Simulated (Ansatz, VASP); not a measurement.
BN: VASP beside Ansatz

File INCAR:

```
SYSTEM = BN
PREC = Accurate ; ENCUT = 520
EDIFF = 1E-6 ; ISMEAR = 0
SIGMA = 0.05 ; LREAL = .FALSE.
LASPH = .TRUE. ; NELM = 80
ALGO = Normal ; ISIF = 2
LWAVE = .FALSE. ; LCHARG = .FALSE.
GGA = PE ; NBANDS = 11
```

The input KPOINTS:

```
Automatic mesh
0
G
  12 12 12
  0 0 0
```

POSCAR

```
BN
1.0
    0.0000000000      1.8401960150      1.8130010000
    1.8401960150      0.0000000000      1.8130010000
    1.8401960150      1.8401960150      0.0000000000
B N
1 1
Direct
    0.0000000000      0.0000000000      0.0000000000
    0.7500000000      0.7500000000      0.7500000000
```

Input for Ansatz:

```yaml
crystal:
  lattice:
    - [0.0, 1.840196015, 1.813001]
    - [1.840196015, 0.0, 1.813001]
    - [1.840196015, 1.840196015, 0.0]
  atoms:
    - { symbol: B, position: [0.0, 0.0, 0.0] }
    - { symbol: "N", position: [0.75, 0.75, 0.75] }
basis:
  ecutwfc: 420
kpoints:
  mp_grid: { grid: [12, 12, 12] }
hamiltonian:
  xc: pbe
scf:
  occupations: { method: gaussian, width: 0.05 }
output:
  forces: true
  stress: true
  eigenvalues: true
```

Change from the starting cell: strain +0.015 along x and y, +0.000 along z, atoms carried along.

Alike in both runs: task single point; functional PBE; k mesh 12 × 12 × 12; occupations gaussian, width 0.05 eV; no spin polarisation.

|  | VASP | Ansatz |
| --- | --- | --- |
| version | VASP 6.6.1 | Ansatz 0.2.0 |
| potentials or method | VASP PAW PBE potentials, release 64 (B, N), cutoff 520 eV | scalar-relativistic, plane waves, PAW |
| valence electrons in the cell | 8 | 8 |

|  | VASP | Ansatz | Ansatz less VASP |
| --- | --- | --- | --- |
| gap on the k mesh at the Fermi level (eV) | 4.16 | 4.17 | +0.011 |
| least direct gap on the mesh (eV) | 8.47 | 8.48 | +0.010 |
| pressure (GPa) | -10.7 | -10.8 | -0.14 |
| traceless stress, the component that is largest in VASP (GPa) | 5.77 | 5.76 | -0.004 |

With one functional, cell and mesh, what is left measures potentials, basis and numerics.
